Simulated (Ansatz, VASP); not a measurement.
**BN: VASP beside Ansatz**

```
CELL_PARAMETERS angstrom
0.00000 -1.81239 -1.88489
-1.88489 0.00000 -1.88489
1.88489 1.81239 -3.76978
ATOMIC_POSITIONS crystal
B 0.99840 0.00713 0.00000
B 0.50160 0.49287 0.50000
N 0.37336 0.38230 0.87500
N 0.87664 0.86770 0.37500
```

Change from the starting cell: mode 4 frozen in at -0.017 Å, equal normal strain along x and y +0.0400.

Alike in both runs: task single point; functional PBE; k mesh 6 × 6 × 6; occupations gaussian, width 0.05 eV; no spin polarisation.

|  | VASP | Ansatz |
| --- | --- | --- |
| version | VASP 6.6.1 | Ansatz 0.2.0 |
| potentials or method | VASP PAW PBE potentials, release 64 (B, N), cutoff 520 eV | scalar-relativistic, plane waves, PAW |
| valence electrons in the cell | 16 | 16 |

Ansatz gave:

| Property | Result |
| --- | --- |
| gap on the k mesh at the Fermi level (eV) | 3.75 |
| least direct gap on the mesh (eV) | 5.49 |
| pressure (GPa) | -25.2 |
| traceless stress, the component that is largest in VASP (GPa) | 14.06 |
| rms of the force components (eV/Å) | 0.108 |

What did VASP give for the same quantities?

gap on the k mesh at the Fermi level (eV): 3.74; least direct gap on the mesh (eV): 5.48; pressure (GPa): -25.2; traceless stress, the component that is largest in VASP (GPa): 14.08; rms of the force components (eV/Å): 0.108.

Atom by atom the forces differ by 0.000 eV/Å (rms over components).

The k mesh is coarse, so the values compare programs but aren't converged.
